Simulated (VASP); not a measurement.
# MgS (F-43m) in VASP: further runs, part 2 of 2

VASP 6.6.1. The steps go on from the part before.

## 3. Single point, r2SCAN

This run uses another cell than the first one, of 22.71 Å³/atom.

Contents of POSCAR:

```
MgS
1.0
    0.0000000000      2.8319511661      2.8319511661
    2.8319511661      0.0000000000      2.8319511661
    2.8319511661      2.8319511661      0.0000000000
Mg S
1 1
Direct
    0.0000000000      0.0000000000      0.0000000000
    0.2500000000      0.2500000000      0.2500000000
```

Contents of INCAR.step1:

```
SYSTEM = MgS
PREC = Accurate
ENCUT = 660
ISMEAR = 0
SIGMA = 0.02
LREAL = .False.
LASPH = .True.
NELM = 120
NBANDS = 11
GGA = PE
ALGO = Normal
EDIFF = 1E-5
LWAVE = .True.
LCHARG = .False.
GGA_COMPAT = .False.
```

Contents of INCAR.step2:

```
SYSTEM = MgS
PREC = Accurate
ENCUT = 660
EDIFF = 1E-6
ISMEAR = 0
SIGMA = 0.02
LREAL = .False.
LASPH = .True.
NELM = 120
ALGO = Normal
ISIF = 2
LWAVE = .False.
LCHARG = .False.
METAGGA = R2SCAN
LMIXTAU = .True.
NBANDS = 11
ISTART = 1
GGA_COMPAT = .False.
```

Contents of KPOINTS:

```
regular mesh
0
Gamma
  8 8 8
  0 0 0
```

Potentials or basis: VASP PAW PBE potentials, release 64 (Mg, S).

On the command line:

```console
cat potpaw_PBE.64/Mg/POTCAR potpaw_PBE.64/S/POTCAR > POTCAR
cp INCAR.step1 INCAR
mpirun -np 1 vasp_std > vasp.out
cp INCAR.step2 INCAR
mpirun -np 1 vasp_std > vasp.out
```

OUTCAR:

```text
SYSTEM = MgS
   PREC = Accurate
   ENCUT = 660
   EDIFF = 1E-6
   ISMEAR = 0
   LREAL = .False.
   LASPH = .True.
   NELM = 120
   ISIF = 2
   METAGGA = R2SCAN
   ISTART = 1

 ion  position               nearest neighbor table
   1  0.000  0.000  0.000-   2 2.45   2 2.45   2 2.45   2 2.45
   2  0.250  0.250  0.250-   1 2.45   1 2.45   1 2.45   1 2.45

  LATTYP: Found a face centered cubic cell.
 ALAT       =     5.6639023322

  Lattice vectors:

 A1 = (   0.0000000000,   2.8319511661,   2.8319511661)
 A2 = (   2.8319511661,   0.0000000000,   2.8319511661)
 A3 = (   2.8319511661,   2.8319511661,   0.0000000000)

Analysis of symmetry for initial positions (statically):
=====================================================================
 Subroutine PRICEL returns:
 Original cell was already a primitive cell.

 Routine SETGRP: Setting up the symmetry group for a
 face centered cubic supercell.

 Subroutine GETGRP returns: Found 24 space group operations
 (whereof 24 operations were pure point group operations)
 out of a pool of 48 trial point group operations.

[... 172 lines left out ...]
      1     -10.9735      2.00000
      2       0.7616      2.00000
      3       0.7616      2.00000
      4       0.7616      2.00000
      5       4.8851      0.00000
      6       9.3526      0.00000
      7       9.3526      0.00000
      8       9.3526      0.00000
      9      12.2147      0.00000
     10      12.2147      0.00000
     11      15.4549      0.00000
[... 309 lines left out ...]
 k-point    24 :      -0.3750    0.2500    0.1250
  band No.  band energies     occupation
      1     -10.1660      2.00000
      2      -2.0203      2.00000
      3      -0.5329      2.00000
      4       0.1100      2.00000
      5       7.3463      0.00000
      6       7.9004      0.00000
      7      10.2206      0.00000
      8      10.2534      0.00000
      9      12.9635      0.00000
     10      14.4170      0.00000
     11      15.7617      0.00000

 [... further k-points ...]

------------------------ aborting loop because EDIFF is reached ----------------------------------------

  FORCE on cell =-STRESS in cart. coord.  units (eV):
  Direction    XX          YY          ZZ          XY          YZ          ZX
  --------------------------------------------------------------------------------------
  -------------------------------------------------------------------------------------
  Total       -0.0903231     -0.0903231     -0.0903231      0.0000000      0.0000000      0.0000000
  in kB       -3.1858271     -3.1858271     -3.1858271      0.0000000      0.0000000      0.0000000
  external PRESSURE =      -3.1858271 kB  Pullay stress =       0.0000000 kB

 VOLUME and BASIS-vectors are now :
 -----------------------------------------------------------------------------
  energy-cutoff  :      660.00
  volume of cell :       45.42
      direct lattice vectors                 reciprocal lattice vectors
     0.000000000  2.831951166  2.831951166    -0.176556717  0.176556717  0.176556717
     2.831951166  0.000000000  2.831951166     0.176556717 -0.176556717  0.176556717
     2.831951166  2.831951166  0.000000000     0.176556717  0.176556717 -0.176556717

 POSITION                                       TOTAL-FORCE (eV/Angst)
 -----------------------------------------------------------------------------------
      0.00000      0.00000      0.00000         0.000000     -0.000000      0.000000
      1.41598      1.41598      1.41598        -0.000000      0.000000     -0.000000
 -----------------------------------------------------------------------------------
    total drift:                                0.000000      0.000000      0.000000

  FREE ENERGIE OF THE ION-ELECTRON SYSTEM (eV)
  ---------------------------------------------------
  free  energy   TOTEN  =       -15.4512967885 eV

  energy  without entropy=      -15.4512967885  energy(sigma->0) =      -15.45129679
```

OUTCAR.step1:

```text
SYSTEM = MgS
   PREC = Accurate
   ENCUT = 660
   ISMEAR = 0
   LREAL = .False.
   LASPH = .True.
[... 558 lines left out ...]
      0.00000      0.00000      0.00000         0.000000      0.000000      0.000000
      1.41598      1.41598      1.41598        -0.000000     -0.000000     -0.000000
 -----------------------------------------------------------------------------------
    total drift:                               -0.000000     -0.000000     -0.000000

  FREE ENERGIE OF THE ION-ELECTRON SYSTEM (eV)
  ---------------------------------------------------
  free  energy   TOTEN  =        -8.4714241803 eV

  energy  without entropy=       -8.4714241803  energy(sigma->0) =       -8.47142418
```

OSZICAR.step1:

```text
N       E                     dE             d eps       ncg     rms          rms(c)
DAV:   1     0.278058915423E+02    0.27806E+02   -0.38293E+03   638   0.697E+02
DAV:   2    -0.674945244935E+01   -0.34555E+02   -0.33084E+02   814   0.106E+02
DAV:   3    -0.896998643763E+01   -0.22205E+01   -0.22160E+01   795   0.290E+01
DAV:   4    -0.898892406981E+01   -0.18938E-01   -0.18936E-01   775   0.317E+00
DAV:   5    -0.898915151001E+01   -0.22744E-03   -0.22744E-03   803   0.349E-01    0.403E+00
DAV:   6    -0.849894381927E+01    0.49021E+00   -0.12296E+00   683   0.412E+00    0.309E+00
DAV:   7    -0.846445760283E+01    0.34486E-01   -0.26920E-01   758   0.211E+00    0.242E+00
DAV:   8    -0.847208749581E+01   -0.76299E-02   -0.23463E-02   698   0.930E-01    0.136E+00
DAV:   9    -0.847121033623E+01    0.87716E-03   -0.23949E-03   713   0.243E-01    0.440E-01
DAV:  10    -0.847141944374E+01   -0.20911E-03   -0.68246E-04   710   0.123E-01    0.925E-02
DAV:  11    -0.847142418028E+01   -0.47365E-05   -0.55369E-05   779   0.304E-02
   1 F= -.84714242E+01 E0= -.84714242E+01  d E =-.146586E-27
```

Wall time 76 s (1 thread of AMD EPYC 7R13 (Zen 3), shared host); peak memory 0.19 GiB.

Results:

```
Free energy            : -15.4513 eV
Pressure               : -0.3 GPa
Band gap on the k mesh : 4.12 eV
```

Caveat: the PAW data sets were made with another functional, which shifts forces and pressure a little. A k mesh can miss the band edges.
